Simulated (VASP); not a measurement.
# MgO (P-6m2) in VASP: single point with LDA

Aim: the single point of MgO with LDA.

Everything below comes from runs of VASP 6.6.1. Logs are shortened: lines on timing, memory, paths and dates and some standing lists are left out, and cuts for length are marked.

## Step 1: The cell of the first run

The structure is hexagonal, space group P-6m2 (No. 187). Conventional cell: a = 2.938 Å, b = 2.938 Å, c = 2.680 Å, α = 90.00°, β = 90.00°, γ = 120.00°. Mg (site symmetry -6m2) has 6 O at 2.16 Å and 2 Mg at 2.68 Å within 2.9 Å. Within 2.9 Å of O (site symmetry -6m2) lie 6 Mg at 2.16 Å and 2 O at 2.68 Å.

## Step 2: Single point, LDA

INCAR

```
SYSTEM = MgO
  ALGO = Normal
  EDIFF = 1E-6
  ENCUT = 600
  GGA = CA
  GGA_COMPAT = .False.
  ISIF = 2
  ISMEAR = 0
  LASPH = .True.
  LCHARG = .False.
  LREAL = .False.
  LWAVE = .False.
  NBANDS = 11
  NELM = 120
  PREC = Accurate
  SIGMA = 0.01
```

KPOINTS

```
k-points
0
Gamma
  3 3 3
  0 0 0
```

POSCAR

```
MgO
1.0
    2.9380200000      0.0000000000      0.0000000000
   -1.4690100000      2.5444000000      0.0000000000
    0.0000000000      0.0000000000      2.6796800000
Mg O
1 1
Direct
    0.0000000000      0.0000000000      0.0000000000
    0.3333333333      0.6666666667      0.5000000000
```

Potentials or basis: VASP PAW LDA potentials, release 64 (Mg, O).

Started as:

```console
$ cat potpaw_LDA.64/Mg/POTCAR potpaw_LDA.64/O/POTCAR > POTCAR
$ mpirun -np 1 vasp_std > vasp.out
```

OUTCAR:

```text
SYSTEM = MgO
   EDIFF = 1E-6
   ENCUT = 600
   GGA = CA
   ISIF = 2
   ISMEAR = 0
   LASPH = .True.
   LREAL = .False.
   NELM = 120
   PREC = Accurate

 ion  position               nearest neighbor table
   1  0.000  0.000  0.000-   2 2.16   2 2.16   2 2.16   2 2.16   2 2.16   2 2.16
   2  0.333  0.667  0.500-   1 2.16   1 2.16   1 2.16   1 2.16   1 2.16   1 2.16

  LATTYP: Found a hexagonal cell.
 ALAT       =     2.9380200000
 C/A-ratio  =     0.9120700336

  Lattice vectors:

 A1 = (   2.9380200000,   0.0000000000,   0.0000000000)
 A2 = (  -1.4690100000,   2.5444000000,   0.0000000000)
 A3 = (   0.0000000000,   0.0000000000,   2.6796800000)

Analysis of symmetry for initial positions (statically):
=====================================================================
 Subroutine PRICEL returns:
 Original cell was already a primitive cell.

 Routine SETGRP: Setting up the symmetry group for a
 hexagonal supercell.

 Subroutine GETGRP returns: Found 12 space group operations
 (whereof 12 operations were pure point group operations)
 out of a pool of 24 trial point group operations.

The static configuration has the point symmetry D_3h.

Analysis of symmetry for dynamics (positions and initial velocities):
=====================================================================
 Subroutine PRICEL returns:
 Original cell was already a primitive cell.

 Routine SETGRP: Setting up the symmetry group for a
 hexagonal supercell.

 Subroutine GETGRP returns: Found 12 space group operations
 (whereof 12 operations were pure point group operations)
 out of a pool of 24 trial point group operations.

The dynamic configuration has the point symmetry D_3h.

 Subroutine INISYM returns: Found 12 space group operations
 (whereof 12 operations are pure point group operations),
 and found     1 'primitive' translations

----------------------------------------------------------------------------------------

                                     Primitive cell

  volume of cell :      20.0319

  direct lattice vectors                    reciprocal lattice vectors
     2.938020000  0.000000000  0.000000000     0.340365280  0.196509983  0.000000000
    -1.469010000  2.544400000  0.000000000     0.000000000  0.393019965  0.000000000
     0.000000000  0.000000000  2.679680000     0.000000000  0.000000000  0.373178887

  length of vectors
     2.938020000  2.938020037  2.679680000     0.393019970  0.393019965  0.373178887

  position of ions in fractional coordinates (direct lattice)
     0.000000000  0.000000000  0.000000000
     0.333333333  0.666666667  0.500000000

  ion indices of the primitive-cell ions
   primitive index   ion index
                 1           1
                 2           2

----------------------------------------------------------------------------------------

 KPOINTS: k-points

Automatic generation of k-mesh.
 Grid dimensions read from file:
 generate k-points for:    3    3    3

 Generating k-lattice:

  Cartesian coordinates                     Fractional coordinates (reciprocal lattice)
     0.113455093  0.065503328  0.000000000     0.333333333  0.000000000  0.000000000
     0.000000000  0.131006655  0.000000000     0.000000000  0.333333333  0.000000000
     0.000000000  0.000000000  0.124392962     0.000000000  0.000000000  0.333333333

  Length of vectors
     0.131006657  0.131006655  0.124392962

  Shift w.r.t. Gamma in fractional coordinates (k-lattice)
     0.000000000  0.000000000  0.000000000

 Subroutine IBZKPT returns following result:
 ===========================================

 Found      6 irreducible k-points:

 Following reciprocal coordinates:
            Coordinates               Weight
  0.000000  0.000000  0.000000      1.000000
  0.333333  0.000000  0.000000      6.000000
  0.333333  0.333333  0.000000      2.000000
  0.000000  0.000000  0.333333      2.000000
  0.333333  0.000000  0.333333     12.000000
  0.333333  0.333333  0.333333      4.000000
   k-points           NKPTS =      6   k-points in BZ     NKDIM =      6   number of bands    NBANDS=     11
   number of dos      NEDOS =    301   number of ions     NIONS =      2
   total plane-waves  NPLWV =  13824
   dimension x,y,z NGX =    24 NGY =   24 NGZ =   24
   dimension x,y,z NGXF=    48 NGYF=   48 NGZF=   48
   ions per type =               1   1
   NGX,Y,Z   is equivalent  to a cutoff of  13.58, 13.58, 14.89 a.u.
   NGXF,Y,Z  is equivalent  to a cutoff of  27.16, 27.16, 29.78 a.u.
 SYSTEM =  MgO
   PREC   = accura    normal or accurate (medium, high low for compatibility)
   ISTART =      0    job   : 0-new  1-cont  2-samecut
   ICHARG =      2    charge: 1-file 2-atom 10-const
   ISPIN  =      1    spin polarized calculation?
   LNONCOLLINEAR =      F non collinear calculations
   LSORBIT =      F    spin-orbit coupling
   LASPH  =      T    aspherical Exc in radial PAW
   ENCUT  =  600.0 eV  44.10 Ry    6.64 a.u.   5.87  5.87  5.35*2*pi/ulx,y,z
   NELM   =    120;   NELMIN=  2; NELMDL= -5     # of ELM steps
   EDIFF  = 0.1E-05   stopping-criterion for ELM
   LREAL  =      F    real-space projection
   EDIFFG = 0.1E-04   stopping-criterion for IOM
   NSW    =      0    number of steps for IOM
   IBRION =     -1    ionic relax: 0-MD 1-quasi-New 2-CG
   NFREE  =      0    steps in history (QN), initial steepest desc. (CG)
   ISIF   =      2    stress and relaxation
   ISYM   =      2    0-nonsym 1-usesym 2-fastsym
   POTIM  = 0.5000    time-step for ionic-motion
   TEBEG  =    0.0;   TEEND  =   0.0 temperature during run
   PSTRESS=    0.0 pullay stress
   NELECT =       8.0000    total number of electrons
   NUPDOWN=      -1.0000    fix difference up-down
   EMIN   =  10.00;   EMAX   =-10.00  energy-range for DOS
   EFERMI =   0.00;   METHOD = LEGACY
   ISMEAR =     0;   SIGMA  =   0.01  broadening in eV -4-tet -1-fermi 0-gaus
   EFERMI_NEDOS =   21; number of points for ismear=-14 and -15
   IALGO  =     38    algorithm
   IMIX   =      4    mixing-type and parameters
     AMIX     =   0.40;   BMIX     =  1.00
     AMIX_MAG =   1.60;   BMIX_MAG =  1.00
  volume/ion in A,a.u.               =      10.02        67.59
  Fermi-wavevector in a.u.,A,eV,Ry     =   1.205583  2.278222 19.775123  1.453431
  Thomas-Fermi vector in A             =   2.341275
   LORBIT       =      0    0 simple, 1 ext, 2 COOP (PROOUT), +10 PAW based schemes
   GGA     = CA    functional components
   LHFCALC =     F    Hartree Fock is set to
   AEXX    =    0.0000 exact exchange contribution
   IVDW    =     0    specifies the selected vdW correction
   LEPSILON=     F    determine dielectric tensor
   LRPA    =     F    only Hartree local field effects (RPA)
 non-spin polarized calculation
 Gauss-broadening in eV      SIGMA  =   0.01
  energy-cutoff  :      600.00
  volume of cell :       20.03
 maximum number of plane-waves:       678
 NGX is ok and might be reduce to    24
   NGX = 11   NGY = 11   NGZ = 11

 number of electron       7.9999996 magnetization

 Free energy of the ion-electron system (eV)
  ---------------------------------------------------
  ext. energy  EPLUGINS =         0.00000000
  ---------------------------------------------------
  free energy    TOTEN  =       -12.56566167 eV

  energy without entropy =      -12.56566167  energy(sigma->0) =      -12.56566167

 E-fermi :   3.1587     XC(G=0): -11.2203

 val. band max:        3.0856766483   @ k =   0.3333   0.3333   0.0000
 cond. band min:       5.9577596391   @ k =   0.0000   0.0000   0.0000
 fundamental gap:      2.8720829908
 Fermi energy:         3.1587121445

 k-point     1 :       0.0000    0.0000    0.0000
  band No.  band energies     occupation
      1     -14.0966      2.00000
      2       2.4698      2.00000
      3       2.4698      2.00000
      4       2.6720      2.00000
      5       5.9578      0.00000
      6      14.6253      0.00000
      7      18.2820      0.00000
      8      18.2820      0.00000
      9      22.6283      0.00000
     10      23.5671      0.00000
     11      25.1669      0.00000

 k-point     2 :       0.3333    0.0000    0.0000
  band No.  band energies     occupation
      1     -13.3069      2.00000
      2      -1.0666      2.00000
      3       1.9083      2.00000
      4       2.9401      2.00000
      5       9.0101      0.00000
      6      13.2906      0.00000
      7      16.4867      0.00000
      8      20.0658      0.00000
      9      22.1204      0.00000
     10      23.7056      0.00000
     11      27.8227      0.00000

 k-point     3 :       0.3333    0.3333    0.0000
  band No.  band energies     occupation
      1     -12.8550      2.00000
      2      -0.7047      2.00000
      3      -0.6843      2.00000
      4       3.0857      2.00000
      5      11.3378      0.00000
      6      14.1012      0.00000
      7      14.3725      0.00000
      8      22.2070      0.00000
      9      22.4047      0.00000
     10      23.8130      0.00000
     11      23.9582      0.00000

 k-point     4 :       0.0000    0.0000    0.3333
  band No.  band energies     occupation
      1     -13.2888      2.00000
      2      -1.3984      2.00000
      3       2.8539      2.00000
      4       2.8539      2.00000
      5       9.2634      0.00000
      6      13.7263      0.00000
      7      19.6116      0.00000
      8      19.6116      0.00000
      9      21.8509      0.00000
     10      21.8509      0.00000
     11      24.4417      0.00000

 k-point     5 :       0.3333    0.0000    0.3333
  band No.  band energies     occupation
      1     -12.6621      2.00000
      2      -0.5053      2.00000
      3       0.1370      2.00000
      4       2.2826      2.00000
      5       9.7843      0.00000
      6      13.5562      0.00000
      7      17.0168      0.00000
      8      18.5593      0.00000
      9      18.8617      0.00000
     10      23.9113      0.00000
     11      24.3200      0.00000

 k-point     6 :       0.3333    0.3333    0.3333
  band No.  band energies     occupation
      1     -12.3081      2.00000
      2       0.1786      2.00000
      3       0.1940      2.00000
      4       0.2810      2.00000
      5       9.8403      0.00000
      6      13.7835      0.00000
      7      16.6206      0.00000
      8      17.9612      0.00000
      9      18.0844      0.00000
     10      24.0394      0.00000
     11      28.8359      0.00000

------------------------ aborting loop because EDIFF is reached ----------------------------------------

  FORCE on cell =-STRESS in cart. coord.  units (eV):
  Direction    XX          YY          ZZ          XY          YZ          ZX
  --------------------------------------------------------------------------------------
  -------------------------------------------------------------------------------------
  Total       -1.2662068     -1.2662068     -1.5342955      0.0000000      0.0000000      0.0000000
  in kB     -101.2726418   -101.2726453   -122.7146795      0.0000000      0.0000000      0.0000000
  external PRESSURE =    -108.4199889 kB  Pullay stress =       0.0000000 kB

 VOLUME and BASIS-vectors are now :
 -----------------------------------------------------------------------------
  energy-cutoff  :      600.00
  volume of cell :       20.03
      direct lattice vectors                 reciprocal lattice vectors
     2.938020000  0.000000000  0.000000000     0.340365280  0.196509983  0.000000000
    -1.469010000  2.544400000  0.000000000     0.000000000  0.393019965  0.000000000
     0.000000000  0.000000000  2.679680000     0.000000000  0.000000000  0.373178887

 POSITION                                       TOTAL-FORCE (eV/Angst)
 -----------------------------------------------------------------------------------
      0.00000      0.00000      0.00000         0.000000      0.000000      0.000000
     -0.00000      1.69627      1.33984        -0.000000     -0.000000      0.000000
 -----------------------------------------------------------------------------------
    total drift:                                0.000000     -0.000001     -0.000000

  FREE ENERGIE OF THE ION-ELECTRON SYSTEM (eV)
  ---------------------------------------------------
  free  energy   TOTEN  =       -12.5656616697 eV

  energy  without entropy=      -12.5656616697  energy(sigma->0) =      -12.56566167
```

Wall time 3.6 s (1 thread of Intel Xeon 8259CL, shared host); peak memory 0.12 GiB.

Results:

- Free energy: -12.5657 eV
- Pressure: -10.8 GPa
- Band gap on the k mesh: 2.87 eV, indirect (least direct gap 3.29 eV)

Caveat: the k points lie up to 0.82 Å⁻¹ apart.
